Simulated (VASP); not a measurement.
# Si15C7 in VASP: further runs

Si15C7 is run at these levels: PBE; tasks: single point.

Everything below comes from runs of VASP 6.6.1. Logs are shortened: lines on timing, memory, paths and dates and some standing lists are left out, and cuts for length are marked.

## 1. The cell of the first run

The cell holds an amorphous packing of atoms, 22 atoms: a = 7.051 Å, b = 7.452 Å, c = 6.943 Å, α = 85.54°, β = 91.29°, γ = 88.87°.

## 2. Single point, PBE

INCAR

```
PREC     = Accurate       # precision mode
ENCUT    = 520            # plane-wave cutoff, eV
EDIFF    = 1E-6           # SCF threshold, eV
ISMEAR   = -1             # smearing method
SIGMA    = 0.1379         # smearing width, eV
LREAL    = Auto         
LASPH    = True           # aspherical terms in the spheres
NELM     = 80             # most SCF steps
ALGO     = Normal         # electronic algorithm
ISIF     = 2              # what is computed and relaxed
LWAVE    = False          # write WAVECAR
LCHARG   = True           # write CHGCAR
GGA      = PE             # functional
LELF     = True           # ELF
LVHAR    = True         
ISYM     = 0            
NBANDS   = 61             # bands
```

KPOINTS

```
Automatic mesh
0
Gamma
  1 1 1
  0.25 0.25 0.25
```

POSCAR

```
Si15C7
1.0
    7.0498510000      0.0733280000     -0.0802340000
    0.0733280000      7.4467350000      0.2804210000
   -0.0802340000      0.2804210000      6.9363850000
Si C
15 7
Direct
    0.7355683670     -0.0147986748      0.4441038742
    0.4298138053      0.8975460574      0.1995605662
    0.1888061995      0.3197509536      0.7320371915
    0.7664901369      0.2238907028      0.9457925007
    0.7709143731      0.6750149505      0.6279627178
    0.5820080324      0.4117800662      0.4955494908
    0.4065875741      0.1325555416      0.4842068008
    0.5264862695      0.7926671367      0.8338416319
    0.2455067252      0.3616254435      0.1852344727
    1.0919470686      0.5904494862      0.4655708767
    0.9762259218      1.0017450501      0.8216124338
    0.0509582080      0.8894988094      0.2999469371
    0.4775424970      0.5714460933      1.0777157928
    0.7682018138      0.3568811656      0.2315191459
    0.9126500218      0.4641430197      0.8620329051
    0.3697103149      0.3541414611      0.9463459186
    0.2420225776      0.0525311827      0.2970824994
    0.4561687571     -0.0001962679      0.9376994330
    0.4841256607      0.1781412560      0.9610453845
    0.0185398638      0.8053514802      1.0511639795
    1.0040017705      0.6353918264      1.0531058854
    0.0143520093      0.5047707032      0.2394540115
```

Potentials or basis: VASP PAW PBE potentials, release 64 (Si, C).

Run with:

```
> cat potpaw_PBE.64/Si/POTCAR potpaw_PBE.64/C/POTCAR > POTCAR
> mpirun -np 1 vasp_std > vasp.out
```

OUTCAR:

```text
PREC = Accurate
   ENCUT = 520
   EDIFF = 1E-6
   ISMEAR = -1
   LREAL = Auto
   LASPH = True
   NELM = 80
   ISIF = 2
   GGA = PE
   ISYM = 0

 ion  position               nearest neighbor table
   1  0.736  0.985  0.444-   5 2.56  12 2.57   7 2.58   2 2.83  14 3.05  11 3.10
   2  0.430  0.898  0.200-  17 1.91  18 1.93  19 2.60  13 2.65   7 2.75  12 2.78   8 2.81   1 2.83

   3  0.189  0.320  0.732-  16 1.97  15 2.43  10 2.70   7 2.77  11 2.86
   4  0.766  0.224  0.946-  19 2.03  15 2.13  14 2.29  11 2.42
   5  0.771  0.675  0.628-  15 2.36   8 2.46   1 2.56   6 2.61  10 2.64
   6  0.582  0.412  0.496-  14 2.34   7 2.45   5 2.61  13 3.12
   7  0.407  0.133  0.484-  17 1.86   6 2.45   1 2.58   2 2.75   3 2.77   9 2.79
   8  0.526  0.793  0.834-  18 1.82  13 2.31   5 2.46   2 2.81
   9  0.246  0.362  0.185-  16 1.90  22 1.99  17 2.37  13 2.38   7 2.79  10 2.90
  10  0.092  0.590  0.466-  22 1.82  12 2.44   5 2.64   3 2.70   9 2.90  15 3.14
  11  0.976  0.002  0.822-  20 2.09   4 2.42   3 2.86   1 3.10
  12  0.051  0.889  0.300-  17 1.83  20 1.89  10 2.44   1 2.57   2 2.78
  13  0.478  0.571  0.078-  16 2.07   8 2.31   9 2.38   2 2.65  14 2.72   6 3.12
  14  0.768  0.357  0.232-  22 2.08   4 2.29   6 2.34  13 2.72  15 2.84   1 3.05
  15  0.913  0.464  0.862-  21 2.02   4 2.13   5 2.36   3 2.43  14 2.84  10 3.14
  16  0.370  0.354  0.946-  19 1.52   9 1.90   3 1.97  13 2.07
  17  0.242  0.053  0.297-  12 1.83   7 1.86   2 1.91   9 2.37
  18  0.456  1.000  0.938-  19 1.37   8 1.82   2 1.93
  19  0.484  0.178  0.961-  18 1.37  16 1.52   4 2.03   2 2.60
  20  0.019  0.805  0.051-  21 1.27  12 1.89  11 2.09
  21  0.004  0.635  0.053-  20 1.27  22 1.56  15 2.02
  22  0.014  0.505  0.239-  21 1.56  10 1.82   9 1.99  14 2.08

IMPORTANT INFORMATION: All symmetrisations will be switched off!
NOSYMM: (Re-)initialisation of all symmetry stuff for point group C_1.

----------------------------------------------------------------------------------------

                                     Primitive cell

  volume of cell :     363.5060

  direct lattice vectors                    reciprocal lattice vectors
     7.049851000  0.073328000 -0.080234000     0.141881518 -0.001461133  0.001700231
     0.073328000  7.446735000  0.280421000    -0.001461133  0.134506834 -0.005454682
    -0.080234000  0.280421000  6.936385000     0.001700231 -0.005454682  0.144407501

  length of vectors
     7.050688875  7.452373789  6.942514696     0.141899227  0.134625320  0.144520485

  position of ions in fractional coordinates (direct lattice)
     0.735568367  0.985201325  0.444103874
     0.429813805  0.897546057  0.199560566
     0.188806200  0.319750954  0.732037191
     0.766490137  0.223890703  0.945792501
     0.770914373  0.675014950  0.627962718
     0.582008032  0.411780066  0.495549491
[... 14 lines left out ...]
     0.004001770  0.635391826  0.053105885
     0.014352009  0.504770703  0.239454012

  ion indices of the primitive-cell ions
   primitive index   ion index
                 1           1
                 2           2
                 3           3
                 4           4
                 5           5
                 6           6
[... 14 lines left out ...]
                21          21
                22          22

----------------------------------------------------------------------------------------

 KPOINTS: Automatic mesh

Automatic generation of k-mesh.
 Grid dimensions read from file:
 generate k-points for:    1    1    1

 Generating k-lattice:

  Cartesian coordinates                     Fractional coordinates (reciprocal lattice)
     0.141881518 -0.001461133  0.001700231     1.000000000 -0.000000000  0.000000000
    -0.001461133  0.134506834 -0.005454682    -0.000000000  1.000000000  0.000000000
     0.001700231 -0.005454682  0.144407501     0.000000000  0.000000000  1.000000000

  Length of vectors
     0.141899227  0.134625320  0.144520485

  Shift w.r.t. Gamma in fractional coordinates (k-lattice)
     0.250000000  0.250000000  0.250000000

 Subroutine IBZKPT returns following result:
 ===========================================

 Found      1 irreducible k-points:

 Following reciprocal coordinates:
            Coordinates               Weight
  0.250000  0.250000  0.250000      2.000000
   k-points           NKPTS =      1   k-points in BZ     NKDIM =      1   number of bands    NBANDS=     61
   number of dos      NEDOS =    301   number of ions     NIONS =     22
   total plane-waves  NPLWV = 163296
   dimension x,y,z NGX =    54 NGY =   56 NGZ =   54
   dimension x,y,z NGXF=   108 NGYF=  112 NGZF=  108
   ions per type =              15   7
   NGX,Y,Z   is equivalent  to a cutoff of  12.73, 12.49, 12.93 a.u.
   NGXF,Y,Z  is equivalent  to a cutoff of  25.46, 24.98, 25.86 a.u.
 SYSTEM =  unknown system
   PREC   = accura    normal or accurate (medium, high low for compatibility)
   ISTART =      0    job   : 0-new  1-cont  2-samecut
   ICHARG =      2    charge: 1-file 2-atom 10-const
   ISPIN  =      1    spin polarized calculation?
   LNONCOLLINEAR =      F non collinear calculations
   LSORBIT =      F    spin-orbit coupling
   LASPH  =      T    aspherical Exc in radial PAW
   ENCUT  =  520.0 eV  38.22 Ry    6.18 a.u.  13.11 13.86 12.91*2*pi/ulx,y,z
   NELM   =     80;   NELMIN=  2; NELMDL= -5     # of ELM steps
   EDIFF  = 0.1E-05   stopping-criterion for ELM
   LREAL  =      T    real-space projection
   EDIFFG = 0.1E-04   stopping-criterion for IOM
   NSW    =      0    number of steps for IOM
   IBRION =     -1    ionic relax: 0-MD 1-quasi-New 2-CG
   NFREE  =      0    steps in history (QN), initial steepest desc. (CG)
   ISIF   =      2    stress and relaxation
   ISYM   =      0    0-nonsym 1-usesym 2-fastsym
   POTIM  = 0.5000    time-step for ionic-motion
   TEBEG  =    0.0;   TEEND  =   0.0 temperature during run
   PSTRESS=    0.0 pullay stress
   NELECT =      88.0000    total number of electrons
   NUPDOWN=      -1.0000    fix difference up-down
   EMIN   =  10.00;   EMAX   =-10.00  energy-range for DOS
   EFERMI =   0.00;   METHOD = LEGACY
   ISMEAR =    -1;   SIGMA  =   0.14  broadening in eV -4-tet -1-fermi 0-gaus
   EFERMI_NEDOS =   21; number of points for ismear=-14 and -15
   IALGO  =     38    algorithm
   IMIX   =      4    mixing-type and parameters
     AMIX     =   0.40;   BMIX     =  1.00
     AMIX_MAG =   1.60;   BMIX_MAG =  1.00
  volume/ion in A,a.u.               =      16.52       111.50
  Fermi-wavevector in a.u.,A,eV,Ry     =   1.020309  1.928105 14.164088  1.041031
  Thomas-Fermi vector in A             =   2.153872
   LORBIT       =      0    0 simple, 1 ext, 2 COOP (PROOUT), +10 PAW based schemes
   GGA     = PE    functional components
   LHFCALC =     F    Hartree Fock is set to
   AEXX    =    0.0000 exact exchange contribution
   IVDW    =     0    specifies the selected vdW correction
   LEPSILON=     F    determine dielectric tensor
   LRPA    =     F    only Hartree local field effects (RPA)
 non-spin polarized calculation
  energy-cutoff  :      520.00
  volume of cell :      363.51
 maximum number of plane-waves:      9785
 NGX is ok and might be reduce to    54
   NGX = 27   NGY = 27   NGZ = 25

 number of electron      88.0000000 magnetization

 Free energy of the ion-electron system (eV)
  ---------------------------------------------------
  ext. energy  EPLUGINS =         0.00000000
  ---------------------------------------------------
  free energy    TOTEN  =      -129.57435542 eV

  energy without entropy =     -129.21808575  energy(sigma->0) =     -129.39622058

 E-fermi :   5.8399     XC(G=0):  -9.6875

 val. band max:        5.5822591835   @ k =   0.2500   0.2500   0.2500
 cond. band min:       6.0666365940   @ k =   0.2500   0.2500   0.2500
 fundamental gap:      0.4843774105
 Fermi energy:         5.8398905162

 k-point     1 :       0.2500    0.2500    0.2500
  band No.  band energies     occupation
      1     -10.2936      2.00000
      2     -10.0973      2.00000
      3      -7.8284      2.00000
      4      -7.4685      2.00000
      5      -6.9626      2.00000
      6      -5.6763      2.00000
[... 48 lines left out ...]
     55       8.4339      0.00000
     56       8.6950      0.00000
 [bands above 56 left out]

------------------------ aborting loop because EDIFF is reached ----------------------------------------

  FORCE on cell =-STRESS in cart. coord.  units (eV):
  Direction    XX          YY          ZZ          XY          YZ          ZX
  --------------------------------------------------------------------------------------
  -------------------------------------------------------------------------------------
  Total       -9.6911084    -14.7101198     -1.8201886      7.9361399      2.3827594     -0.3958819
  in kB      -42.7142153    -64.8358471     -8.0226045     34.9790731     10.5021729     -1.7448761
  external PRESSURE =     -38.5242223 kB  Pullay stress =       0.0000000 kB

 VOLUME and BASIS-vectors are now :
 -----------------------------------------------------------------------------
  energy-cutoff  :      520.00
  volume of cell :      363.51
      direct lattice vectors                 reciprocal lattice vectors
     7.049851000  0.073328000 -0.080234000     0.141881518 -0.001461133  0.001700231
     0.073328000  7.446735000  0.280421000    -0.001461133  0.134506834 -0.005454682
    -0.080234000  0.280421000  6.936385000     0.001700231 -0.005454682  0.144407501

 POSITION                                       TOTAL-FORCE (eV/Angst)
 -----------------------------------------------------------------------------------
      5.22226      7.51501      3.29773         0.293637     -0.590886     -0.145611
      3.07993      6.77127      1.60143         0.162512      0.358585     -0.013156
      1.29577      2.60022      5.15221        -0.318143     -0.427451      0.479662
      5.34417      1.98868      6.56167        -1.991135     -3.801176     -0.064298
      5.43394      5.25928      4.48323        -0.421935      0.505199     -0.502068
      4.09351      3.24806      3.50610         0.144695      0.619376     -0.928122
[... 14 lines left out ...]
      0.07054      4.74678      0.54622        -1.511806     -5.633871      0.101366
      0.11898      3.82709      1.80134        -0.450215     -1.917695     -2.279095
 -----------------------------------------------------------------------------------
    total drift:                               -0.003643      0.004282     -0.002283

  FREE ENERGIE OF THE ION-ELECTRON SYSTEM (eV)
  ---------------------------------------------------
  free  energy   TOTEN  =      -129.5743554155 eV

  energy  without entropy=     -129.2180857497  energy(sigma->0) =     -129.39622058
```

Wall time 79 s (1 thread of AMD EPYC 7R43 (Zen 3), shared host); peak memory 0.31 GiB.

What came out:

```
Free energy            : -129.5744 eV
Pressure               : -3.9 GPa
Largest force          : 5.834 eV/Å
Band gap on the k mesh : 0.48 eV
```

Forces on the atoms (eV/Å):
```
Si   0.294 -0.591 -0.146
Si   0.163  0.359 -0.013
Si  -0.318 -0.427  0.480
Si  -1.991 -3.801 -0.064
Si  -0.422  0.505 -0.502
Si   0.145  0.619 -0.928
Si  -0.738 -0.063  0.991
Si   0.169  1.013 -0.388
Si  -0.883 -1.248  1.253
Si   0.280  0.706  1.134
Si  -0.683 -0.499  1.122
Si  -0.404  0.950 -0.024
Si   0.670 -0.854  0.536
Si   0.886  1.273  1.326
Si   1.741  3.645 -0.893
C    0.313 -2.168  0.071
C    0.700  0.991  0.234
C    0.072 -0.408  0.449
C    1.742  2.250 -1.253
C    0.227  5.299 -1.206
C   -1.512 -5.634  0.101
C   -0.450 -1.918 -2.279
```

Stress tensor (GPa, compression positive):
```
-4.27  3.50 -0.17
 3.50 -6.48  1.05
-0.17  1.05 -0.80
```

Caveat: the k points lie up to 0.91 Å⁻¹ apart.

## 3. Single point, PBE

INCAR

```
SYSTEM = Si15C7
PREC = Accurate ; ENCUT = 520
EDIFF = 1E-6 ; ISMEAR = -1
SIGMA = 0.05 ; LREAL = Auto
LASPH = .TRUE. ; NELM = 100
ALGO = Normal ; ISIF = 2
LWAVE = .FALSE. ; LCHARG = .TRUE.
GGA = PE ; LELF = .TRUE.
LVHAR = .TRUE. ; NBANDS = 61
ISYM = 0
```

KPOINTS is that of step 2.

POSCAR

```
Si15C7
1.0
    7.0498510000      0.0733280000     -0.0802340000
    0.0733280000      7.4467350000      0.2804210000
   -0.0802340000      0.2804210000      6.9363850000
Si C
15 7
Direct
    0.7377096298      0.9932821655      0.4173837260
    0.4362909175      0.9027780899      0.2288789378
    0.1812151507      0.2430061955      0.7984391835
    0.8022935477      0.2239884864      0.9210384293
    0.7388031619      0.7010687770      0.5803796539
    0.5261856811      0.4852628919      0.3890246975
    0.4239261930      0.1174674927      0.5250785449
    0.5155922511      0.8052879583      0.8098773892
    0.2595998520      0.3193060859      0.2047181064
    0.1197248651      0.6236647768      0.4395337491
    0.9826282126     -0.0174318207      0.8175243215
    0.0518702071      0.9113404572      0.2799811071
    0.5044733685      0.5525885203      0.0397498828
    0.8141504556      0.3460693911      0.2474883420
    0.9472353086      0.5106114284      0.7902622635
    0.3897837817      0.3076740682      0.9831456360
    0.2469795026      0.0805040530      0.3077734477
    0.5282442778      0.9853158453      0.9937269769
    0.5454429851      0.1761044905      0.9668116281
    0.0350976164      0.8051181068      0.0192395603
    0.0197626923      0.6184083981      0.0264437367
    0.0455838180      0.4904606032      0.2182942439
```

Potentials or basis: VASP PAW PBE potentials, release 64 (Si, C).

Run with:

```
> cat potpaw_PBE.64/Si/POTCAR potpaw_PBE.64/C/POTCAR > POTCAR
> mpirun -np 1 vasp_std > vasp.out
```

Run time: 69 s. Hardware: 1 thread of AMD EPYC 7R43 (Zen 3), shared host; peak memory 0.33 GiB.

The run converged. Its results:

```
Free energy            : -133.3899 eV
Pressure               : -7.7 GPa
Largest force          : 1.916 eV/Å
Band gap on the k mesh : 0.62 eV
```

Forces in eV/Å, atoms in the order of the input:
```
Si   0.522 -0.072 -0.170
Si  -0.247 -0.113  0.070
Si   1.043  0.502 -0.449
Si  -0.541  0.354  0.369
Si  -0.186 -0.267  0.112
Si   0.124 -0.247  0.070
Si  -1.191  0.704  0.541
Si   0.070  0.795  0.647
Si  -0.599 -0.275  1.023
Si   0.483 -0.248  0.176
Si  -0.630 -0.152  0.062
Si  -0.057  0.004 -0.689
Si  -0.150 -0.727 -0.163
Si  -0.121 -0.213 -0.266
Si   0.227 -0.685  0.235
C    0.639  0.954 -1.534
C    0.685 -0.409  0.657
C    0.077  0.553 -0.847
C   -0.244 -0.861 -0.310
C   -0.067 -0.501  1.038
C    0.001  1.003  0.375
C    0.164 -0.098 -0.948
```

Stress tensor (GPa, compression positive):
```
 -6.75   1.27   0.33
  1.27 -11.23  -0.81
  0.33  -0.81  -5.06
```

Levels at points of the mesh, in eV from the valence-band top:
| k point | band 42 | band 43 | band 44 | band 45 | band 46 | band 47 |
| --- | --- | --- | --- | --- | --- | --- |
| (0.25, 0.25, 0.25) | -0.80 | -0.32 | 0.00 | 0.62 | 0.95 | 1.12 |

Caveat: the k points lie up to 0.91 Å⁻¹ apart.

(Part 1 of 3 ends here.)
